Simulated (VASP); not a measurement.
Wanted: the native input for a VASP 6.6.1 run.

```yaml
Task: single point
Functional: PBE
Potentials_or_basis: VASP PAW PBE potentials, release 64 (Cd, S)
Cutoff: 520 eV
k_mesh: 6 × 6 × 6
Occupations: gaussian, width 0.1 eV
Spin: no spin polarisation
Dipole_correction: no
Further_INCAR_settings: ALGO = Normal; EDIFF = 1e-06; NBANDS = 55
```

The structure of Cd7S lies in POSCAR:

```
Cd7S
1.0
   -3.6158729319      3.6158729319      3.6158729319
    3.6158729319     -3.6158729319      3.6158729319
    3.6158729319      3.6158729319     -3.6158729319
Cd S
7 1
Direct
    0.0000000000      0.5000000000      0.5000000000
    0.5000000000      0.0000000000      0.5000000000
    0.5000000000      0.5000000000      0.0000000000
    0.4429625461      0.4429625461      0.4429625461
    0.0000000000      0.0000000000      0.5570374539
    0.0000000000      0.5570374539      0.0000000000
    0.5570374539      0.0000000000      0.0000000000
    0.0000000000      0.0000000000      0.0000000000
```

These files were run (other wordings do the same):

INCAR

```
SYSTEM = Cd7S
PREC = Accurate ; ENCUT = 520
EDIFF = 1E-6 ; ISMEAR = 0
SIGMA = 0.1 ; LREAL = .False.
LASPH = .True. ; NELM = 60
ALGO = Normal ; ISIF = 2
LWAVE = .False. ; LCHARG = .False.
GGA = PE ; NBANDS = 55
```

KPOINTS

```
Automatic mesh
0
Gamma
  6 6 6
  0 0 0
```

Potentials or basis: VASP PAW PBE potentials, release 64 (Cd, S).

The run is started by

```bash
$ cat potpaw_PBE.64/Cd/POTCAR potpaw_PBE.64/S/POTCAR > POTCAR
$ mpirun -np 1 vasp_std > vasp.out
```

Results of the run:

The pressure is 0.2 GPa and the largest force is 0.018 eV/Å. The band gap on the k mesh is zero (band 45 reaches 2.71 eV, above the bottom of band 46 at 1.51 eV).

Run time: 99 s on 1 thread of Intel(R) Xeon(R) 6975P-C (Granite Rapids) (shared host), peak memory 0.38 GiB.
